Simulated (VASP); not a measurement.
Wanted: the native input for a VASP 6.6.1 run.

| Item | Value |
| --- | --- |
| Task | single point |
| Functional | LDA |
| Potentials or basis | VASP PAW LDA potentials, release 64 (Zn, Se) |
| Cutoff | 520 eV |
| k mesh | 8 × 8 × 6 |
| Occupations | gaussian, width 0.05 eV |
| Spin | no spin polarisation |
| Dipole correction | no |
| Further INCAR settings | ALGO = Normal; EDIFF = 1e-06; NBANDS = 26 |

The structure of ZnSe lies in POSCAR:

```
ZnSe
1.0
    3.9827722569      0.0000000000      0.0000000000
    0.0000000000      3.9827722569      0.0000000000
    0.0000000000      0.0000000000      5.2564395555
Zn Se
2 2
Direct
    0.0000000000      0.0000000000      0.0000000000
    0.5000000000      0.5000000000      0.0000000000
    0.0000000000      0.5000000000      0.2608314992
    0.5000000000      0.0000000000      0.7391685008
```

This cell differs from its parent crystal: atoms shifted along a free coordinate.

One way to write it, as run:

INCAR

```
SYSTEM = ZnSe
  PREC = Accurate
  ENCUT = 520
  EDIFF = 1E-6
  ISMEAR = 0
  SIGMA = 0.05
  LREAL = .FALSE.
  LASPH = .TRUE.
  NELM = 60
  ALGO = Normal
  ISIF = 2
  LWAVE = .FALSE.
  LCHARG = .FALSE.
  GGA = CA
  NBANDS = 26
```

KPOINTS

```
regular mesh
0
G
  8 8 6
  0 0 0
```

Potentials or basis: VASP PAW LDA potentials, release 64 (Zn, Se).

Command:

```bash
$ cat potpaw_LDA.64/Zn/POTCAR potpaw_LDA.64/Se/POTCAR > POTCAR
$ mpirun -np 1 vasp_std > vasp.out
```

Results of the run:

| Quantity | Value |
| --- | --- |
| Pressure | 4.9 GPa |
| Largest force | 1.198 eV/Å |
| Band gap on the k mesh | 1.30 eV |

Caveat: the cell differs from its parent crystal (atoms shifted along a free coordinate); the cell stands under pressure; forces of over 1 eV/Å act on the atoms, so gaps and moduli don't describe the material at rest.

Run time: 2.5 min on 1 thread of Intel Xeon 8259CL (shared host), peak memory 0.23 GiB.
